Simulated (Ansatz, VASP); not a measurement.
**One calculation of AlH6C2, two programs**

```
Al C H
1.0
    15.00000    0.00000    0.00000
     0.00000   15.50000    0.00000
     0.00000    0.00000   16.00000
Al C H
1 2 6
Direct
  0.49991 0.49956 0.43539
  0.61328 0.49991 0.49896
  0.38576 0.50005 0.49747
  0.60124 0.49818 0.56680
  0.65509 0.44420 0.48219
  0.65270 0.55796 0.48466
  0.32615 0.50103 0.45779
  0.38238 0.44239 0.53770
  0.38349 0.55672 0.53905
```

Alike in both runs: functional PBE; k mesh 1 × 1 × 1; occupations gaussian, width 0.005 eV; collinear spin.

Ansatz relaxed the structure, and its values are those at the end. VASP's run is a single point on that final structure, the one shown.

|  | VASP | Ansatz |
| --- | --- | --- |
| version | VASP 6.6.1 | Ansatz 0.2.0 |
| potentials or method | VASP PAW PBE potentials, release 64 (Al, C, H), cutoff 520 eV | scalar-relativistic, plane waves, PAW |
| valence electrons in the cell | 17 | 17 |

```tsv
	VASP	Ansatz	Ansatz less VASP
gap on the k mesh at the Fermi level (eV)	1.47	1.47	-0.007
rms of the force components (eV/Å)	0.013	0.002	-0.0111
net moment per atom (μB)	0.11	0.11	0.000
size of the moment on the site where the two differ most (μB)	0.16	0.09	-0.066
```

Site moments also hang on the region over which each program counts them.
